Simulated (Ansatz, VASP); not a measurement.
Cu: VASP beside Ansatz

The input INCAR:

```
SYSTEM = Cu
PREC     = Accurate       ! precision mode
ENCUT    = 600            ! plane-wave cutoff, eV
EDIFF    = 1E-6           ! SCF threshold, eV
ISMEAR   = 1              ! smearing method
SIGMA    = 0.15           ! smearing width, eV
LREAL    = .FALSE.        ! projectors in reciprocal space
LASPH    = .TRUE.         ! aspherical terms in the spheres
NELM     = 120            ! most SCF steps
ALGO     = Normal         ! electronic algorithm
ISIF     = 2              ! what is computed and relaxed
LWAVE    = .FALSE.        ! write WAVECAR
LCHARG   = .FALSE.        ! write CHGCAR
GGA      = CA             ! functional
NBANDS   = 30             ! bands
GGA_COMPAT= .FALSE.
```

Contents of KPOINTS:

```
regular mesh
0
G
  7 7 2
  0 0 0
```

File POSCAR:

```
Cu
1.0
    2.5349709229      0.0000000000      0.0000000000
   -1.2674854615      2.1953567788      0.0000000000
    0.0000000000      0.0000000000      8.2755668140
Cu
4
Direct
    0.0156800000      0.0041500000      0.9930900000
    0.3406900000      0.7000400000      0.2437600000
    0.0175900000      0.0113400000      0.4854500000
    0.6664500000      0.3445300000      0.7447600000
```

Input for Ansatz:

```yaml
crystal:
  lattice:
    - [2.5349709229070596, 0.0, 0.0]
    - [-1.2674854614535298, 2.195356778771844, 0.0]
    - [0.0, 0.0, 8.275566814036893]
  atoms:
    - { symbol: Cu, position: [0.01568, 0.00415, 0.99309] }
    - { symbol: Cu, position: [0.34069, 0.70004, 0.24376] }
    - { symbol: Cu, position: [0.01759, 0.01134, 0.48545] }
    - { symbol: Cu, position: [0.66645, 0.34453, 0.74476] }
basis:
  ecutwfc: 540.0
  xc_grid: 2
kpoints:
  mp_grid:
    grid: [7, 7, 2]
hamiltonian:
  xc: lda
scf:
  convergence:
    dr2_threshold: 1.0e-09
  occupations:
    method: cold
    width: 0.15
output:
  forces: true
  stress: true
```

Alike in both runs: task single point; functional LDA; k mesh 7 × 7 × 2; no spin polarisation.

```csv
,VASP,Ansatz
version,VASP 6.6.1,Ansatz 0.2.0
potentials or method,"VASP PAW LDA potentials, release 64 (Cu), cutoff 600 eV","plane waves, PAW"
occupations,"methfessel-paxton of order 1, width 0.15 eV","cold, width 0.15 eV"
valence electrons in the cell,44,76
```

Ansatz gave:

```
pressure (GPa)                                                : -9.2
traceless stress, the component that is largest in VASP (GPa) : -0.55
rms of the force components (eV/Å)                            : 0.189
```

Question: Which values does VASP return?

Answer: Pressure (GPa): -8.0; traceless stress, the component that is largest in VASP (GPa): -0.47; rms of the force components (eV/Å): 0.193.

LDA's correlation is that of Perdew and Zunger in VASP and of Perdew and Wang (1992) in Ansatz. Atom by atom the forces differ by 0.005 eV/Å (rms over components). VASP's potentials hold 44 valence electrons a cell and Ansatz's 76, so a difference there can come from the potentials and not from the codes. Ansatz's warnings: stress scf threshold loose.

The k mesh is coarse, so the values compare programs but aren't converged.
